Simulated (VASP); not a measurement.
Wanted: the native input for a VASP 6.6.1 run.

```yaml
Task: single point
Functional: PBEsol
Potentials_or_basis: VASP PAW PBE potentials, release 64 (P, B)
Cutoff: 520 eV
k_mesh: 5 × 9 × 1
Occupations: gaussian, width 0.05 eV
Spin: no spin polarisation
Dipole_correction: yes
Further_INCAR_settings: ALGO = Normal; EDIFF = 1e-07; NBANDS = 36; ISYM = 0
```

The structure of BP lies in POSCAR:

```
BP
1.0
    6.3924896613      0.0000000000      0.0000000000
   -1.5981224153      2.7680292201      0.0000000000
    0.0000000000      0.0000000000     20.8718766961
P B
6 6
Direct
    0.5000000000      0.0000000000      0.3593352006
    0.0000000000      0.0000000000      0.3593352006
    0.6664575987      0.6656088239      0.4868542700
    0.1664575987      0.6656088239      0.4868542700
    0.8322480543      0.3321321485      0.6170020114
    0.3322480543      0.3321321485      0.6170020114
    0.1666666667      0.6666666667      0.3905940449
    0.6666666667      0.6666666667      0.3905940449
    0.3331859651      0.3323464784      0.5159050038
    0.8331859651      0.3323464784      0.5159050038
    0.4988382776     -0.0011052018      0.6342747587
   -0.0011617224     -0.0011052018      0.6342747587
```

The input as run:

INCAR

```
  PREC = Accurate
  ENCUT = 520
  EDIFF = 1E-7
  ISMEAR = 0
  SIGMA = 0.05
  LREAL = F
  LASPH = T
  NELM = 80
  ALGO = Normal
  ISIF = 2
  LWAVE = F
  LCHARG = F
  LDIPOL = T
  IDIPOL = 3
  DIPOL = 0.5 0.5 0.501
  GGA = PS
  ISYM = 0
  NBANDS = 36
```

KPOINTS

```
regular mesh
0
Gamma
  5 9 1
```

Potentials or basis: VASP PAW PBE potentials, release 64 (P, B).

The run is started by

```bash
$ cat potpaw_PBE.64/P/POTCAR potpaw_PBE.64/B/POTCAR > POTCAR
$ mpirun -np 1 vasp_std > vasp.out
```

Results of the run:

The largest force is 0.549 eV/Å. The band gap on the k mesh is zero (band 24 reaches -0.36 eV, above the bottom of band 25 at -0.42 eV).

Caveat: the PAW data sets were made with another functional, which shifts forces and pressure a little.

It took 22 min on 1 thread of AMD EPYC 7R13, with other jobs on the host, peak memory 0.54 GiB.
